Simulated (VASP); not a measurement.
Set up this calculation in VASP 6.6.1, as the native input.

```yaml
Task: single point
Functional: r2SCAN
Potentials_or_basis: VASP PAW PBE potentials, release 64 (K_sv)
Cutoff: 520 eV
k_mesh: 9 × 9 × 9
Occupations: fermi-dirac, width 0.1 eV
Spin: no spin polarisation
Dipole_correction: no
Further_INCAR_settings: ALGO = Normal; EDIFF = 1e-07; NBANDS = 10
```

K:

```
CELL_PARAMETERS angstrom
-2.62473 2.62473 2.62473
2.62473 -2.62473 2.62473
2.62473 2.62473 -2.62473
ATOMIC_POSITIONS crystal
K 0.00000 0.00000 0.00000
```

One way to write it, as run:

POSCAR

```
K
1.0
   -2.6247271490      2.6247271490      2.6247271490
    2.6247271490     -2.6247271490      2.6247271490
    2.6247271490      2.6247271490     -2.6247271490
K
1
Direct
    0.0000000000      0.0000000000      0.0000000000
```

INCAR.step1

```
PREC = Accurate ; ENCUT = 520
ISMEAR = -1 ; SIGMA = 0.1
LREAL = False ; LASPH = True
NELM = 100 ; NBANDS = 10
GGA = PE ; ALGO = Normal
EDIFF = 1E-4 ; LWAVE = True
LCHARG = False
```

INCAR.step2

```
PREC = Accurate ; ENCUT = 520
EDIFF = 1E-7 ; ISMEAR = -1
SIGMA = 0.1 ; LREAL = False
LASPH = True ; NELM = 100
ALGO = Normal ; ISIF = 2
LWAVE = False ; LCHARG = False
METAGGA = R2SCAN ; LMIXTAU = True
NBANDS = 10 ; ISTART = 1
```

KPOINTS

```
Automatic mesh
0
Gamma
  9 9 9
```

Potentials or basis: VASP PAW PBE potentials, release 64 (K_sv).

The run is started by

```bash
$ cat potpaw_PBE.64/K_sv/POTCAR > POTCAR
$ cp INCAR.step1 INCAR
$ mpirun -np 1 vasp_std > vasp.out
$ cp INCAR.step2 INCAR
$ mpirun -np 1 vasp_std > vasp.out
```

It gave:

```json
{"Pressure": "0.2 GPa"}
```

Caveat: the PAW data sets were made with another functional, which shifts forces and pressure a little.

Wall time 84 s on 1 thread of Intel(R) Xeon(R) Platinum 8488C (Sapphire Rapids), with other jobs on the host, peak memory 0.21 GiB.
